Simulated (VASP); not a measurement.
# MnSb (P6_3/mmc) in VASP: electric field gradients with PBE

Aim: the electric field gradients of MnSb with PBE.

Program: VASP 6.6.1. These are calculated values, not measurements. Logs are shortened: lines on timing, memory, paths and dates and some standing lists are left out, and cuts for length are marked.

**1. The cell of the first run**

It takes space group P6_3/mmc (No. 194, hexagonal). Conventional cell: a = 4.130 Å, b = 4.130 Å, c = 5.800 Å, α = 90.00°, β = 90.00°, γ = 120.00°. Mn (site symmetry -3m) has 6 Sb at 2.79 Å and 2 Mn at 2.90 Å within 3.7 Å. Within 3.8 Å of Sb (site symmetry -6m2) lie 6 Mn at 2.79 Å and 6 Sb at 3.75 Å.

**2. Electric field gradients, PBE, collinear spin, ferromagnetic start**

The input, INCAR:

```
  ALGO = Fast
  EDIFF = 1E-8
  ENCUT = 520
  GGA = PE
  ISIF = 2
  ISMEAR = -1
  ISPIN = 2
  LASPH = T
  LCHARG = F
  LEFG = T
  LMAXMIX = 4
  LORBIT = 11
  LREAL = F
  LWAVE = F
  MAGMOM = 4 4 0 0
  NBANDS = 30
  NELM = 150
  PREC = Accurate
  SIGMA = 0.08
```

The input, KPOINTS:

```
k-points
0
Gamma
  9 9 6
```

The input, POSCAR:

```
MnSb
1.0
    4.1299978706      0.0000000000      0.0000000000
   -2.0649989353      3.5766830735      0.0000000000
    0.0000000000      0.0000000000      5.8000000000
Mn Sb
2 2
Direct
    0.0000000000      0.0000000000      0.0000000000
    0.0000000000      0.0000000000      0.5000000000
    0.3333333333      0.6666666667      0.2500000000
    0.6666666667      0.3333333333      0.7500000000
```

Potentials or basis: VASP PAW PBE potentials, release 64 (Mn_pv, Sb).

Command:

```console
$ cat potpaw_PBE.64/Mn_pv/POTCAR potpaw_PBE.64/Sb/POTCAR > POTCAR
$ mpirun -np 1 vasp_std > vasp.out
```

OUTCAR:

```text
EDIFF = 1E-8
   ENCUT = 520
   GGA = PE
   ISIF = 2
   ISMEAR = -1
   ISPIN = 2
   LASPH = T
   LORBIT = 11
   LREAL = F
   NELM = 150
   PREC = Accurate

 ion  position               nearest neighbor table
   1  0.000  0.000  0.000-   3 2.79   4 2.79   3 2.79   4 2.79   4 2.79   3 2.79   2 2.90   2 2.90

   2  0.000  0.000  0.500-   3 2.79   4 2.79   3 2.79   4 2.79   4 2.79   3 2.79   1 2.90   1 2.90

   3  0.333  0.667  0.250-   1 2.79   2 2.79   1 2.79   2 2.79   1 2.79   2 2.79   4 3.75   4 3.75
                             4 3.75   4 3.75   4 3.75   4 3.75
   4  0.667  0.333  0.750-   1 2.79   2 2.79   1 2.79   2 2.79   1 2.79   2 2.79   3 3.75   3 3.75
                             3 3.75   3 3.75   3 3.75   3 3.75

  LATTYP: Found a hexagonal cell.
 ALAT       =     4.1299978706
 C/A-ratio  =     1.4043590776

  Lattice vectors:

 A1 = (   4.1299978706,   0.0000000000,   0.0000000000)
 A2 = (  -2.0649989353,   3.5766830735,   0.0000000000)
 A3 = (   0.0000000000,   0.0000000000,   5.8000000000)

Analysis of symmetry for initial positions (statically):
=====================================================================
 Subroutine PRICEL returns:
 Original cell was already a primitive cell.

 Routine SETGRP: Setting up the symmetry group for a
 hexagonal supercell.

 Subroutine GETGRP returns: Found 24 space group operations
 (whereof 12 operations were pure point group operations)
 out of a pool of 24 trial point group operations.

The static configuration has the point symmetry D_3d.
 The point group associated with its full space group is D_6h.

Analysis of symmetry for dynamics (positions and initial velocities):
=====================================================================
 Subroutine PRICEL returns:
 Original cell was already a primitive cell.

 Routine SETGRP: Setting up the symmetry group for a
 hexagonal supercell.

 Subroutine GETGRP returns: Found 24 space group operations
 (whereof 12 operations were pure point group operations)
 out of a pool of 24 trial point group operations.

[... 973 lines left out ...]

 k-point     1 :       0.0000    0.0000    0.0000
  band No.  band energies     occupation
      1     -38.5936      1.00000
      2     -38.5936      1.00000
      3     -38.5849      1.00000
      4     -38.5849      1.00000
      5     -38.5313      1.00000
      6     -38.4402      1.00000
[... 781 lines left out ...]
     29      16.4446      0.00000
     30      16.7741      0.00000

 [... further k-points ...]
[... 5 lines left out ...]
  --------------------------------------------------------------------------------------
  -------------------------------------------------------------------------------------
  Total       -1.2952170     -1.2952170     -2.1873978      0.0000000      0.0000000      0.0000000
  in kB      -24.2211539    -24.2211539    -40.9053459      0.0000000      0.0000000      0.0000000
  external PRESSURE =     -29.7825513 kB  Pullay stress =       0.0000000 kB

 VOLUME and BASIS-vectors are now :
 -----------------------------------------------------------------------------
  energy-cutoff  :      520.00
  volume of cell :       85.68
      direct lattice vectors                 reciprocal lattice vectors
     4.129997871  0.000000000  0.000000000     0.242130875  0.139794326  0.000000000
    -2.064998935  3.576683073  0.000000000     0.000000000  0.279588652  0.000000000
     0.000000000  0.000000000  5.800000000     0.000000000  0.000000000  0.172413793

 POSITION                                       TOTAL-FORCE (eV/Angst)
 -----------------------------------------------------------------------------------
      0.00000      0.00000      0.00000         0.000000      0.000000      0.000000
      0.00000      0.00000      2.90000        -0.000000      0.000000      0.000000
     -0.00000      2.38446      1.45000        -0.000000      0.000000      0.000000
      2.06500      1.19223      4.35000         0.000000      0.000000     -0.000000
 -----------------------------------------------------------------------------------
    total drift:                                0.000000     -0.000000      0.000000

  FREE ENERGIE OF THE ION-ELECTRON SYSTEM (eV)
  ---------------------------------------------------
  free  energy   TOTEN  =       -26.3465251480 eV

  energy  without entropy=      -26.3016068352  energy(sigma->0) =      -26.32406599

 Electric field gradients (V/A^2)
---------------------------------------------------------------------
 ion       V_xx      V_yy      V_zz      V_xy      V_xz      V_yz
---------------------------------------------------------------------
   1      20.318    20.314   -40.632    -0.004     0.000    -0.000
   2      20.318    20.314   -40.632    -0.004    -0.000     0.000
   3     -20.854   -20.854    41.708    -0.000     0.000     0.000
   4     -20.854   -20.854    41.708    -0.000    -0.000     0.000
---------------------------------------------------------------------

 Electric field gradients after diagonalization (V/A^2)
 (convention: |V_zz| > |V_xx| > |V_yy|)
----------------------------------------------------------------------
 ion       V_xx      V_yy      V_zz     asymmetry (V_yy - V_xx)/ V_zz
----------------------------------------------------------------------
   1      20.320    20.311   -40.632       0.000
   2      20.320    20.311   -40.632       0.000
   3     -20.854   -20.854    41.708       0.000
   4     -20.854   -20.854    41.708       0.000
----------------------------------------------------------------------

           NMR quadrupolar parameters

 Cq : quadrupolar parameter    Cq=e*Q*V_zz/h
 eta: asymmetry parameters     (V_yy - V_xx)/ V_zz
 Q  : nuclear electric quadrupole moment in mb (millibarn)
----------------------------------------------------------------------
 ion       Cq(MHz)       eta       Q (mb)
----------------------------------------------------------------------
   1      -0.098       0.000       1.000
   2      -0.098       0.000       1.000
   3       0.101       0.000       1.000
   4       0.101       0.000       1.000
----------------------------------------------------------------------

 total charge

# of ion       s       p       d       tot
------------------------------------------
    1        0.273   6.209   5.039  11.520
    2        0.273   6.209   5.039  11.520
    3        1.141   1.266   0.041   2.448
    4        1.141   1.266   0.041   2.448
--------------------------------------------------
tot          2.828  14.949  10.161  27.938

 magnetization (x)

# of ion       s       p       d       tot
------------------------------------------
    1        0.036   0.025   3.314   3.376
    2        0.036   0.025   3.314   3.376
    3        0.011  -0.147   0.005  -0.130
    4        0.011  -0.147   0.005  -0.130
--------------------------------------------------
tot          0.095  -0.243   6.639   6.491
```

OSZICAR:

```text
N       E                     dE             d eps       ncg     rms          rms(c)
DAV:   1     0.318783129075E+03    0.31878E+03   -0.18937E+04  6352   0.121E+03
DAV:   2    -0.111355351771E+02   -0.32992E+03   -0.31604E+03  5966   0.343E+02
DAV:   3    -0.278067600492E+02   -0.16671E+02   -0.16272E+02  6814   0.863E+01
[... 12 lines left out ...]
RMM:  16    -0.263465250559E+02   -0.34985E-07   -0.18926E-06  7200   0.769E-03    0.290E-03
RMM:  17    -0.263465249042E+02    0.15169E-06   -0.47667E-07  6348   0.341E-03    0.133E-03
RMM:  18    -0.263465250514E+02   -0.14720E-06   -0.97461E-08  6133   0.178E-03    0.578E-04
RMM:  19    -0.263465251234E+02   -0.71930E-07   -0.25930E-08  4673   0.875E-04    0.385E-04
RMM:  20    -0.263465251385E+02   -0.15088E-07   -0.50387E-09  3638   0.445E-04    0.167E-04
RMM:  21    -0.263465251480E+02   -0.95843E-08   -0.16973E-09  3478   0.278E-04
   1 F= -.26346525E+02 E0= -.26324066E+02  d E =-.449183E-01  mag=     6.6385
```

stdout:

```text
POSCAR found type information on POSCAR MnSb
 POSCAR found :  2 types and       4 ions
 scaLAPACK will be used
 LDA part: xc-table for (Slater+PW92), standard interpolation
 POSCAR, INCAR and KPOINTS ok, starting setup
 FFT: planning ... GRIDC
 FFT: planning ... GRID_SOFT
 FFT: planning ... GRID
 WAVECAR not read
 entering main loop
ion   1

ion   2

ion   3

ion   4
```

Run time: 2.1 min. Hardware: 1 thread of Intel Xeon 6975P-C (Granite Rapids), shared host; peak memory 0.37 GiB.

What came out:

```
Free energy                                           : -26.3465 eV
Pressure                                              : -3.0 GPa
Net moment                                            : 6.64 μB per cell
Site moments                                          : Mn +3.38; Sb -0.13 μB
Largest electric field gradient by atom               : Mn -40.6; Sb +41.7 V/Å²
Valence electrons inside the program's atomic spheres : Mn 11.52; Sb 2.45
```

Levels at points of the mesh, in eV from the Fermi level:
Spin up:
```csv
k point,band 19,band 20,band 21,band 22,band 23,band 24
"(0.00, 0.00, 0.00)",-0.56,0.51,0.51,2.29,2.29,2.58
"(0.00, 0.00, 0.50)",-0.63,-0.63,1.74,1.74,1.74,1.74
```
Spin down:
| k point | band 11 | band 12 | band 13 | band 14 | band 15 | band 16 | band 17 | band 18 | band 19 | band 20 |
| --- | --- | --- | --- | --- | --- | --- | --- | --- | --- | --- |
| (0.00, 0.00, 0.00) | -2.45 | -0.92 | -0.01 | -0.01 | 0.26 | 0.26 | 0.56 | 0.56 | 1.40 | 1.40 |
| (0.00, 0.00, 0.50) | -1.64 | -1.64 | -1.64 | -1.64 | 0.51 | 0.51 | 0.51 | 0.51 | 0.80 | 0.80 |

Electric field gradients, principal values (V/Å²):
```
atom    least   middle  greatest (by size)
1 Mn   20.311   20.320             -40.632
2 Mn   20.311   20.320             -40.632
3 Sb  -20.854  -20.854              41.708
4 Sb  -20.854  -20.854              41.708
```

Caveat: without QUAD_EFG the Cq values of the log hold for a quadrupole moment of 1 mb, not for the nuclei; spin-orbit coupling is left out, which moves the levels of the heavy elements; only a ferromagnetic start was run, and an antiferromagnetic order may lie lower in energy.
